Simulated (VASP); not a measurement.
# BaCaF4 (R-3m) in VASP: single point with PBEsol

Aim: the single point of BaCaF4 with PBEsol.

Program: VASP 6.6.1. These are calculated values, not measurements. Logs are shortened: lines on timing, memory, paths and dates and some standing lists are left out, and cuts for length are marked.

## 1. The cell of the first run

It takes space group R-3m (No. 166, trigonal). Conventional cell: a = 4.119 Å, b = 4.119 Å, c = 19.911 Å, α = 90.00°, β = 90.00°, γ = 120.00°. Within 3.0 Å of Ca (site symmetry -3m) lie 8 F at 2.30 to 2.47 Å. Within 3.0 Å of F (site symmetry 3m) lie 1 Ca at 2.30 Å and 3 Ba at 2.59 Å and 3 F at 2.88 Å. Within 3.3 Å of F (site symmetry 3m) lie 3 Ca at 2.47 Å and 1 Ba at 2.65 Å and 6 F at 2.73 to 2.88 Å. Ba (site symmetry -3m) has 8 F at 2.59 to 2.65 Å within 3.4 Å.

## 2. Single point, PBEsol

INCAR

```
  ALGO = Normal
  EDIFF = 1E-6
  ENCUT = 1350
  GGA = PS
  GGA_COMPAT = False
  ISIF = 2
  ISMEAR = -1
  LASPH = True
  LCHARG = False
  LREAL = False
  LWAVE = False
  NBANDS = 33
  NELM = 120
  PREC = Accurate
  SIGMA = 0.02
```

KPOINTS

```
k-points
0
Gamma
  6 6 6
```

POSCAR

```
BaCaF4
1.0
    2.0593919192      1.1889904773      6.6371560069
   -2.0593919192      1.1889904773      6.6371560069
    0.0000000000     -2.3779809595      6.6371560060
Ca F Ba
1 4 1
Direct
    0.0000000000      0.0000000000      0.0000000000
    0.1155940475      0.1155940475      0.1155940475
    0.3669732006      0.3669732006      0.3669732006
    0.6330267994      0.6330267994      0.6330267994
    0.8844059525      0.8844059525      0.8844059525
    0.5000000000      0.5000000000      0.5000000000
```

Potentials or basis: VASP PAW PBE potentials, release 64 (Ca_sv, F_h, Ba_sv).

Started as:

```sh
$ cat potpaw_PBE.64/Ca_sv/POTCAR potpaw_PBE.64/F_h/POTCAR potpaw_PBE.64/Ba_sv/POTCAR > POTCAR
$ mpirun -np 1 vasp_std > vasp.out
```

OUTCAR:

```text
EDIFF = 1E-6
   ENCUT = 1350
   GGA = PS
   ISIF = 2
   ISMEAR = -1
   LASPH = True
   LREAL = False
   NELM = 120
   PREC = Accurate

 ion  position               nearest neighbor table
   1  0.000  0.000  0.000-   2 2.30   5 2.30
   2  0.116  0.116  0.116-   1 2.30   6 2.59   6 2.59   6 2.59
   3  0.367  0.367  0.367-   6 2.65
   4  0.633  0.633  0.633-   6 2.65
   5  0.884  0.884  0.884-   1 2.30   6 2.59   6 2.59   6 2.59
   6  0.500  0.500  0.500-   2 2.59   2 2.59   5 2.59   5 2.59   2 2.59   5 2.59   4 2.65   3 2.65

  LATTYP: Found a trigonal (rhomboedric) cell.
 ALAT       =     7.0502931352
 COS(alpha) =     0.8293549655

  Lattice vectors:

 A1 = (   2.0593919192,   1.1889904773,   6.6371560069)
 A2 = (  -2.0593919192,   1.1889904773,   6.6371560069)
 A3 = (   0.0000000000,  -2.3779809595,   6.6371560060)

Analysis of symmetry for initial positions (statically):
=====================================================================
 Subroutine PRICEL returns:
 Original cell was already a primitive cell.

 Routine SETGRP: Setting up the symmetry group for a
 trigonal (rhombohedral) supercell.

 Subroutine GETGRP returns: Found 12 space group operations
 (whereof 12 operations were pure point group operations)
 out of a pool of 12 trial point group operations.

The static configuration has the point symmetry D_3d.

Analysis of symmetry for dynamics (positions and initial velocities):
=====================================================================
 Subroutine PRICEL returns:
 Original cell was already a primitive cell.

 Routine SETGRP: Setting up the symmetry group for a
 trigonal (rhombohedral) supercell.

 Subroutine GETGRP returns: Found 12 space group operations
 (whereof 12 operations were pure point group operations)
 out of a pool of 12 trial point group operations.

The dynamic configuration has the point symmetry D_3d.

 Subroutine INISYM returns: Found 12 space group operations
 (whereof 12 operations are pure point group operations),
 and found     1 'primitive' translations

----------------------------------------------------------------------------------------

                                     Primitive cell

  volume of cell :      97.5103

  direct lattice vectors                    reciprocal lattice vectors
     2.059391919  1.188990477  6.637156007     0.242790115  0.140174938  0.050222314
    -2.059391919  1.188990477  6.637156007    -0.242790115  0.140174938  0.050222314
     0.000000000 -2.377980959  6.637156006     0.000000000 -0.280349876  0.050222314

  length of vectors
     7.050293135  7.050293135  7.050293135     0.284812805  0.284812805  0.284812805

  position of ions in fractional coordinates (direct lattice)
     0.000000000  0.000000000  0.000000000
     0.115594047  0.115594047  0.115594047
     0.366973201  0.366973201  0.366973201
     0.633026799  0.633026799  0.633026799
     0.884405953  0.884405953  0.884405953
     0.500000000  0.500000000  0.500000000

  ion indices of the primitive-cell ions
   primitive index   ion index
                 1           1
                 2           2
                 3           3
                 4           4
                 5           5
                 6           6

----------------------------------------------------------------------------------------

 KPOINTS: k-points

Automatic generation of k-mesh.
 Grid dimensions read from file:
 generate k-points for:    6    6    6

 Generating k-lattice:

  Cartesian coordinates                     Fractional coordinates (reciprocal lattice)
     0.040465019  0.023362490  0.008370386     0.166666667  0.000000000 -0.000000000
    -0.040465019  0.023362490  0.008370386     0.000000000  0.166666667 -0.000000000
     0.000000000 -0.046724979  0.008370386    -0.000000000 -0.000000000  0.166666667

  Length of vectors
     0.047468801  0.047468801  0.047468801

  Shift w.r.t. Gamma in fractional coordinates (k-lattice)
     0.000000000  0.000000000  0.000000000

 Subroutine IBZKPT returns following result:
 ===========================================

 Found     32 irreducible k-points:

 Following reciprocal coordinates:
            Coordinates               Weight
  0.000000  0.000000  0.000000      1.000000
  0.166667 -0.000000  0.000000      6.000000
  0.333333  0.000000  0.000000      6.000000
  0.500000 -0.000000  0.000000      3.000000
  0.166667  0.166667  0.000000      6.000000
  0.333333  0.166667  0.000000     12.000000
[... 16 lines left out ...]
  0.500000  0.500000  0.166667      6.000000
 -0.333333  0.500000  0.166667     12.000000
 [... further k-points ...]
   k-points           NKPTS =     32   k-points in BZ     NKDIM =     32   number of bands    NBANDS=     33
   number of dos      NEDOS =    301   number of ions     NIONS =      6
   total plane-waves  NPLWV = 592704
   dimension x,y,z NGX =    84 NGY =   84 NGZ =   84
   dimension x,y,z NGXF=   168 NGYF=  168 NGZF=  168
   ions per type =               1   4   1
   NGX,Y,Z   is equivalent  to a cutoff of  19.81, 19.81, 19.81 a.u.
   NGXF,Y,Z  is equivalent  to a cutoff of  39.61, 39.61, 39.61 a.u.
 SYSTEM =  unknown system
   PREC   = accura    normal or accurate (medium, high low for compatibility)
   ISTART =      0    job   : 0-new  1-cont  2-samecut
   ICHARG =      2    charge: 1-file 2-atom 10-const
   ISPIN  =      1    spin polarized calculation?
   LNONCOLLINEAR =      F non collinear calculations
   LSORBIT =      F    spin-orbit coupling
   LASPH  =      T    aspherical Exc in radial PAW
   ENCUT  = 1350.0 eV  99.22 Ry    9.96 a.u.  21.12 21.12 21.12*2*pi/ulx,y,z
   NELM   =    120;   NELMIN=  2; NELMDL= -5     # of ELM steps
   EDIFF  = 0.1E-05   stopping-criterion for ELM
   LREAL  =      F    real-space projection
   EDIFFG = 0.1E-04   stopping-criterion for IOM
   NSW    =      0    number of steps for IOM
   IBRION =     -1    ionic relax: 0-MD 1-quasi-New 2-CG
   NFREE  =      0    steps in history (QN), initial steepest desc. (CG)
   ISIF   =      2    stress and relaxation
   ISYM   =      2    0-nonsym 1-usesym 2-fastsym
   POTIM  = 0.5000    time-step for ionic-motion
   TEBEG  =    0.0;   TEEND  =   0.0 temperature during run
   PSTRESS=    0.0 pullay stress
   NELECT =      48.0000    total number of electrons
   NUPDOWN=      -1.0000    fix difference up-down
   EMIN   =  10.00;   EMAX   =-10.00  energy-range for DOS
   EFERMI =   0.00;   METHOD = LEGACY
   ISMEAR =    -1;   SIGMA  =   0.02  broadening in eV -4-tet -1-fermi 0-gaus
   EFERMI_NEDOS =   21; number of points for ismear=-14 and -15
   IALGO  =     38    algorithm
   IMIX   =      4    mixing-type and parameters
     AMIX     =   0.40;   BMIX     =  1.00
     AMIX_MAG =   1.60;   BMIX_MAG =  1.00
  volume/ion in A,a.u.               =      16.25       109.67
  Fermi-wavevector in a.u.,A,eV,Ry     =   1.292622  2.442702 22.733604  1.670873
  Thomas-Fermi vector in A             =   2.424319
   LORBIT       =      0    0 simple, 1 ext, 2 COOP (PROOUT), +10 PAW based schemes
   GGA     = PS    functional components
   LHFCALC =     F    Hartree Fock is set to
   AEXX    =    0.0000 exact exchange contribution
   IVDW    =     0    specifies the selected vdW correction
   LEPSILON=     F    determine dielectric tensor
   LRPA    =     F    only Hartree local field effects (RPA)
 non-spin polarized calculation
  energy-cutoff  :     1350.00
  volume of cell :       97.51
 maximum number of plane-waves:     11055
   NGX = 43   NGY = 43   NGZ = 43

 number of electron      48.0000002 magnetization

 Free energy of the ion-electron system (eV)
  ---------------------------------------------------
  ext. energy  EPLUGINS =         0.00000000
  ---------------------------------------------------
  free energy    TOTEN  =       -35.20643884 eV

  energy without entropy =      -35.20643884  energy(sigma->0) =      -35.20643884

 E-fermi :  -0.3465     XC(G=0):  -9.4763

 val. band max:       -0.8355191335   @ k =   0.5000   0.5000   0.0000
 cond. band min:       5.6387089519   @ k =   0.0000   0.0000   0.0000
 fundamental gap:      6.4742280855
 Fermi energy:        -0.3465470943

 k-point     1 :       0.0000    0.0000    0.0000
  band No.  band energies     occupation
      1     -37.0758      2.00000
      2     -24.3545      2.00000
      3     -21.1745      2.00000
      4     -20.6330      2.00000
      5     -20.1244      2.00000
      6     -19.7596      2.00000
[... 25 lines left out ...]
     32       9.5727      0.00000
     33       9.5728      0.00000

 k-point     2 :       0.1667   -0.0000    0.0000
  band No.  band energies     occupation
      1     -37.0734      2.00000
      2     -24.2812      2.00000
      3     -21.1634      2.00000
      4     -20.7395      2.00000
      5     -20.1914      2.00000
      6     -19.7873      2.00000
[... 25 lines left out ...]
     32       9.5032      0.00000
     33       9.6719      0.00000

 k-point     3 :       0.3333    0.0000    0.0000
  band No.  band energies     occupation
      1     -37.0687      2.00000
      2     -24.1207      2.00000
      3     -21.1394      2.00000
      4     -20.9674      2.00000
      5     -20.2972      2.00000
      6     -19.8604      2.00000
[... 25 lines left out ...]
     32       9.2999      0.00000
     33       9.3657      0.00000

 k-point     4 :       0.5000   -0.0000    0.0000
  band No.  band energies     occupation
      1     -37.0664      2.00000
      2     -24.0316      2.00000
      3     -21.1183      2.00000
      4     -21.0986      2.00000
      5     -20.3393      2.00000
      6     -19.9036      2.00000
[... 673 lines left out ...]
     32       9.5540      0.00000
     33       9.7138      0.00000

 k-point    23 :       0.5000    0.5000    0.1667
  band No.  band energies     occupation
      1     -37.0687      2.00000
      2     -24.1213      2.00000
      3     -21.1685      2.00000
      4     -20.9276      2.00000
      5     -20.3287      2.00000
      6     -19.8268      2.00000
[... 25 lines left out ...]
     32       9.3594      0.00000
     33       9.5403      0.00000

 k-point    24 :      -0.3333    0.5000    0.1667
  band No.  band energies     occupation
      1     -37.0664      2.00000
      2     -24.0311      2.00000
      3     -21.2254      2.00000
      4     -20.9809      2.00000
      5     -20.3269      2.00000
      6     -19.9367      2.00000
[... 25 lines left out ...]
     32       9.6399      0.00000
     33       9.9524      0.00000

 [... further k-points ...]
[... 5 lines left out ...]
  --------------------------------------------------------------------------------------
  -------------------------------------------------------------------------------------
  Total        0.5308050      0.5308050      0.5918910      0.0000000     -0.0000000      0.0000000
  in kB        8.7215756      8.7215756      9.7252694      0.0000000     -0.0000000      0.0000000
  external PRESSURE =       9.0561402 kB  Pullay stress =       0.0000000 kB

 VOLUME and BASIS-vectors are now :
 -----------------------------------------------------------------------------
  energy-cutoff  :     1350.00
  volume of cell :       97.51
      direct lattice vectors                 reciprocal lattice vectors
     2.059391919  1.188990477  6.637156007     0.242790115  0.140174938  0.050222314
    -2.059391919  1.188990477  6.637156007    -0.242790115  0.140174938  0.050222314
     0.000000000 -2.377980959  6.637156006     0.000000000 -0.280349876  0.050222314

 POSITION                                       TOTAL-FORCE (eV/Angst)
 -----------------------------------------------------------------------------------
      0.00000      0.00000      0.00000        -0.000000      0.000000      0.000000
      0.00000     -0.00000      2.30165        -0.000000      0.000000     -0.075818
      0.00000     -0.00000      7.30698        -0.000000      0.000000     -0.067859
      0.00000     -0.00000     12.60449        -0.000000     -0.000000      0.067859
      0.00000     -0.00000     17.60982        -0.000000     -0.000000      0.075818
      0.00000     -0.00000      9.95573         0.000000      0.000000     -0.000000
 -----------------------------------------------------------------------------------
    total drift:                                0.000000     -0.000000      0.000000

  FREE ENERGIE OF THE ION-ELECTRON SYSTEM (eV)
  ---------------------------------------------------
  free  energy   TOTEN  =       -35.2064388355 eV

  energy  without entropy=      -35.2064388355  energy(sigma->0) =      -35.20643884
```

Wall time 13 min (1 thread of Intel Xeon 6975P-C (Granite Rapids), shared host); peak memory 1.4 GiB.

Results:

```yaml
Free_energy: -35.2064 eV
Pressure: 0.9 GPa
Largest_force: 0.076 eV/Å
Band_gap_on_the_k_mesh: 6.47 eV (least direct gap 6.69 eV)
```

Forces in eV/Å, atoms in the order of the input:
```
Ca   0.000  0.000  0.000
F    0.000  0.000 -0.076
F    0.000  0.000 -0.068
F    0.000  0.000  0.068
F    0.000  0.000  0.076
Ba   0.000  0.000  0.000
```

Stress tensor (GPa, compression positive):
```
0.87 0.00 0.00
0.00 0.87 0.00
0.00 0.00 0.97
```

Caveat: the PAW data sets were made with another functional, which shifts forces and pressure a little; spin-orbit coupling is left out, which moves the levels of the heavy elements.
